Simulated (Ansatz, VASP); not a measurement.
**One calculation of SnTe3, two programs**

```
Te Sn
1.0
     0.00000    3.86122    3.86122
     3.86122    0.00000    3.86122
     3.86122    3.86122    0.00000
Te Sn
3 1
Direct
  0.51295 0.51295 0.48705
  0.75000 0.75000 0.75000
  0.25000 0.25000 0.25000
  0.00000 0.00000 0.00000
```

Alike in both runs: task single point; functional PBE; k mesh 8 × 8 × 8; occupations gaussian, width 0.02 eV; no spin polarisation.

|  | VASP | Ansatz |
| --- | --- | --- |
| version | VASP 6.6.1 | Ansatz 0.2.0 |
| potentials or method | VASP PAW PBE potentials, release 64 (Te, Sn_d), cutoff 520 eV | scalar-relativistic, plane waves, PAW |
| valence electrons in the cell | 32 | 62 |

```csv
,VASP,Ansatz,Ansatz less VASP
pressure (GPa),0.1,0.2,+0.06
"traceless stress, the component that is largest in VASP (GPa)",0.05,0.05,0.000
rms of the force components (eV/Å),0.050,0.050,-0.0002
```

Atom by atom the forces differ by 0.000 eV/Å (rms over components). VASP's potentials hold 32 valence electrons a cell and Ansatz's 62, so a difference there can come from the potentials and not from the codes. Ansatz's warnings: stress scf threshold loose.

Neither program's run includes spin-orbit coupling.
